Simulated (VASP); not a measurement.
## Ca2TiSiP4: single point with PBE

The system is Ca2TiSiP4.

```xyz
8
Lattice="4.8551 0.0000 0.0000 0.0000 4.8551 0.0000 0.0000 0.0000 4.8551" Properties=species:S:1:pos:R:3 pbc="T T T"
Ca    2.4276    0.0000    0.0000
Ca    0.0000    2.4276    0.0000
Ti    2.4276    2.4276    2.4276
Si    0.0000    0.0000    2.4276
P     3.6413    1.2138    1.2138
P     1.2138    3.6413    1.2138
P     1.2138    1.2138    3.6413
P     3.6413    3.6413    3.6413
```

```
Program                : VASP 6.6.1
Task                   : single point
Functional             : PBE
Potentials or basis    : VASP PAW PBE potentials, release 64 (Ca_sv, Ti_sv, Si, P)
Cutoff                 : 520 eV
k mesh                 : 4 × 4 × 4
Occupations            : gaussian, width 0.1 eV
Spin                   : no spin polarisation
Dipole correction      : no
Further INCAR settings : ALGO = Normal; EDIFF = 1e-06; NBANDS = 38
```

The pressure is 94.3 GPa. The largest force is 5.579 eV/Å and the band gap on the k mesh is zero (bands 28 and 29 overlap by 0.07 eV).

Forces on the atoms (eV/Å):
```
Ca   0.000  0.000  0.000
Ca   0.000  0.000  0.000
Ti   0.000  0.000  0.000
Si   0.000  0.000  0.000
P    1.126 -1.126  5.347
P   -1.126  1.126  5.347
P   -1.126 -1.126 -5.347
P    1.126  1.126 -5.347
```

Stress tensor (GPa, compression positive):
```
95.04  0.00  0.00
 0.00 95.04  0.00
 0.00  0.00 92.78
```

Levels at points of the mesh, in eV from the Fermi level:
```csv
k point,band 24,band 25,band 26,band 27,band 28,band 29,band 30,band 31,band 32,band 33
"(0.00, 0.00, 0.00)",-1.74,-1.74,-0.93,-0.15,-0.15,0.21,0.87,0.87,0.90,2.65
"(0.50, 0.00, 0.00)",-2.04,-1.46,-1.15,-0.59,-0.13,0.63,0.85,1.06,1.24,1.83
"(0.00, 0.00, 0.50)",-1.21,-1.10,-1.10,-0.83,-0.83,0.08,0.60,1.27,1.27,3.11
"(0.50, 0.50, 0.00)",-2.24,-1.67,-1.67,-1.17,-0.47,0.82,1.67,1.91,2.49,2.49
"(0.00, 0.50, 0.50)",-2.10,-1.51,-1.18,-1.18,-1.14,1.29,1.46,1.72,2.30,2.52
"(0.50, 0.50, 0.50)",-1.65,-1.63,-1.24,-1.24,-0.86,0.40,1.81,2.91,2.91,2.97
```

It took 33 s on 1 thread of Intel(R) Xeon(R) 6975P-C (Granite Rapids), on a shared host, peak memory 0.25 GiB.

Caveat: the cell stands under pressure; forces of over 1 eV/Å act on the atoms, so gaps and moduli don't describe the material at rest.
